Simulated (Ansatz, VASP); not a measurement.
# Two plane-wave programs on KF

```
CELL_PARAMETERS angstrom
0.00000 2.90341 2.90341
2.90341 0.00000 2.90341
2.90341 2.90341 0.00000
ATOMIC_POSITIONS crystal
K 0.00000 0.00000 0.00000
F 0.25000 0.25000 0.25000
```

Change from the starting cell: hydrostatic strain -1.1%.

Alike in both runs: task single point; functional r2SCAN; k mesh 8 × 8 × 8; no spin polarisation.

|  | VASP | Ansatz |
| --- | --- | --- |
| version | VASP 6.6.1 | Ansatz 0.2.0 |
| potentials or method | VASP PAW PBE potentials, release 64 (K_sv, F) | plane waves, PAW |
| plane-wave cutoff (eV) | 520 | 500 |
| occupations | gaussian, width 0.01 eV | fixed |
| valence electrons in the cell | 16 | 16 |

|  | VASP | Ansatz | Ansatz less VASP |
| --- | --- | --- | --- |
| gap on the k mesh at the Fermi level (eV) | 5.82 | 5.83 | +0.005 |
| pressure (GPa) | 0.9 | 0.9 | -0.01 |

VASP's potentials were made for PBE, not for r2SCAN.
